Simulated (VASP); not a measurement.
A run of VASP 6.6.1:

File INCAR:

```
AGGAC = 1.0
AGGAX = 1.0
ALDAC = 0.0
ALDAX = 1.0
ALGO = Normal
EDIFF = 1E-6
EDIFFG = -0.03
ENCUT = 600
GGA = B5
IBRION = 2
ISIF = 3
ISMEAR = 1
IVDW = 12
LASPH = T
LCHARG = F
LREAL = F
LWAVE = F
NELM = 80
NSW = 80
PREC = Accurate
SIGMA = 0.1
VDW_A1 = 0.4298
VDW_A2 = 4.2359
VDW_S6 = 1.0
VDW_S8 = 2.6996
```

KPOINTS

```
k-points
0
Gamma
  13 13 7
```

Contents of POSCAR:

```
Al
1.0
    2.8124550000      0.0000000000      0.0000000000
   -1.4062280000      2.4356580000      0.0000000000
    0.0000000000      0.0000000000      4.8668500000
Al
2
Direct
    0.6666666667      0.3333333333      0.7500000000
    0.3333333333      0.6666666667      0.2500000000
```

Potentials or basis: VASP PAW PBE potentials, release 64 (Al).

Launch:

```bash
$ cat potpaw_PBE.64/Al/POTCAR > POTCAR
$ mpirun -np 1 vasp_std > vasp.out
```

Hardware: 1 thread of Intel(R) Xeon(R) Platinum 8259CL CPU @ 2.50GHz (Skylake/Cascade Lake), with other jobs on the host.

Task: How long does it take, and how much memory?

Result: Wall time 47 s on 1 thread of Intel(R) Xeon(R) Platinum 8259CL CPU @ 2.50GHz (Skylake/Cascade Lake), on a shared host, peak memory 0.17 GiB. Counts: scf iterations 27, k points 84, ion steps 5.
